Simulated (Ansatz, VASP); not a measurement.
MgS in VASP and in Ansatz

```
Mg S
1.0
     0.00000    2.63589    2.63589
     2.63589    0.00000    2.63589
     2.63589    2.63589    0.00000
Mg S
1 1
Direct
  0.00000 0.00000 0.00000
  0.50000 0.50000 0.50000
```

Change from the starting cell: volume scaled by 1.04, crystal datasets.

Alike in both runs: task electric field gradients; functional PBE; k mesh 8 × 8 × 8; occupations fermi-dirac, width 0.01 eV; no spin polarisation.

|  | VASP | Ansatz |
| --- | --- | --- |
| version | VASP 6.6.1 | Ansatz 0.2.0 |
| potentials or method | VASP PAW PBE potentials, release 64 (Mg, S), cutoff 520 eV | all-electron PAW with datasets made for the crystal, scalar-relativistic |

|  | VASP | Ansatz | Ansatz less VASP |
| --- | --- | --- | --- |
| gap on the k mesh at the Fermi level (eV) | 2.69 | 2.70 | +0.013 |
| pressure (GPa) | -2.0 | -1.7 | +0.27 |

Ansatz ran all-electron here, and VASP with PAW potentials.
